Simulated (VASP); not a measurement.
CaSe, 2 atoms in the cell. Symmetry: Fm-3m, No. 225, cubic system. The conventional cell has a = 5.935 Å, b = 5.935 Å, c = 5.935 Å, α = 90.00°, β = 90.00°, γ = 90.00°. Within 3.9 Å of Ca (site symmetry m-3m) lie 6 Se at 2.97 Å. Se (site symmetry m-3m) has 6 Ca at 2.97 Å within 3.9 Å. 

```yaml
Program: VASP 6.6.1
Task: single point
Functional: PBE
Potentials_or_basis: VASP PAW PBE potentials, release 64 (Ca_sv, Se)
Cutoff: 520 eV
k_mesh: 8 × 8 × 8
Occupations: fermi-dirac, width 0.02 eV
Spin: no spin polarisation
Dipole_correction: no
Further_INCAR_settings: ALGO = Normal; EDIFF = 1e-06; NBANDS = 15
```

Potentials or basis: VASP PAW PBE potentials, release 64 (Ca_sv, Se).

The run is started by

```console
$ cat potpaw_PBE.64/Ca_sv/POTCAR potpaw_PBE.64/Se/POTCAR > POTCAR
$ mpirun -np 1 vasp_std > vasp.out
```

Hardware: 1 thread of AMD EPYC 7R13 (shared host).

Task: How long does it take, and how much memory?

Result: It took 38 s on 1 thread of AMD EPYC 7R13 (shared host), peak memory 0.15 GiB. Counts: scf iterations 13, k points 29.
